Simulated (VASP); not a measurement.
LiCl:

```xyz
4
Lattice="3.5749 0.0000 0.0000 -1.7875 3.0960 0.0000 0.0000 0.0000 6.0241" Properties=species:S:1:pos:R:3 pbc="T T T"
Li    0.0000    0.0000    0.0000
Li    0.0000    0.0000    3.0120
Cl    0.0000    2.0640    1.5060
Cl    1.7875    1.0320    4.5181
```

Program: VASP 6.6.1. Alike in all runs: task single point; no spin polarisation; cell as given; cutoff (eV) 520; smearing gaussian 0.01 eV.

Q: Order these runs on this cell by their band gap on the k mesh, lowest first.
A. level PBE; potentials or basis VASP PAW PBE potentials, release 64 (Li_sv, Cl); k mesh 6 × 6 × 4
B. level LDA; potentials or basis VASP PAW LDA potentials, release 64 (Li_sv, Cl); k mesh 6 × 6 × 2
C. level HSE06; potentials or basis VASP PAW PBE potentials, release 64 (Li_sv, Cl); k mesh 6 × 6 × 2; grid for exact exchange (PRECFOCK) Normal; share of exact exchange 0.25; screening parameter 0.2079 1/Å
D. level r2SCAN; potentials or basis VASP PAW PBE potentials, release 64 (Li_sv, Cl); k mesh 6 × 6 × 2

A: B (6.03 eV), A (6.37 eV), D (7.33 eV), C (7.76 eV).

Caveats: some runs use coarse meshes.

A k mesh can miss the band edges.
